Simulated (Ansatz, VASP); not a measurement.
**One calculation of CdSe, two programs**

```
CELL_PARAMETERS angstrom
4.30000 0.00000 0.00000
-2.15000 3.72391 0.00000
0.00000 0.00000 7.02000
ATOMIC_POSITIONS crystal
Cd 0.33333 0.66667 0.00481
Cd 0.66667 0.33333 0.50481
Se 0.33333 0.66667 0.38019
Se 0.66667 0.33333 0.88019
```

Alike in both runs: functional r2SCAN; k mesh 9 × 9 × 5; occupations fermi-dirac, width 0.01 eV; no spin polarisation.

Ansatz relaxed the structure, and its values are those at the end. VASP's run is a single point on that final structure, the one shown.

```csv
,VASP,Ansatz
version,VASP 6.6.1,Ansatz 0.2.0
potentials or method,"VASP PAW PBE potentials, release 64 (Cd, Se)","plane-wave PAW, scalar-relativistic"
plane-wave cutoff (eV),520,500
valence electrons in the cell,36,72
```

VASP gave:

| Item | Value |
| --- | --- |
| gap on the k mesh at the Fermi level (eV) | 1.16 |
| pressure (GPa) | 1.7 |
| rms of the force components (eV/Å) | 0.003 |

Question: Estimate Ansatz's values.

Answer: gap on the k mesh at the Fermi level (eV): 1.17; pressure (GPa): 1.5; rms of the force components (eV/Å): 0.004.

VASP's potentials were made for PBE, not for r2SCAN. VASP's potentials hold 36 valence electrons a cell and Ansatz's 72, so a difference there can come from the potentials and not from the codes. Ansatz's warnings: stress scf threshold loose.
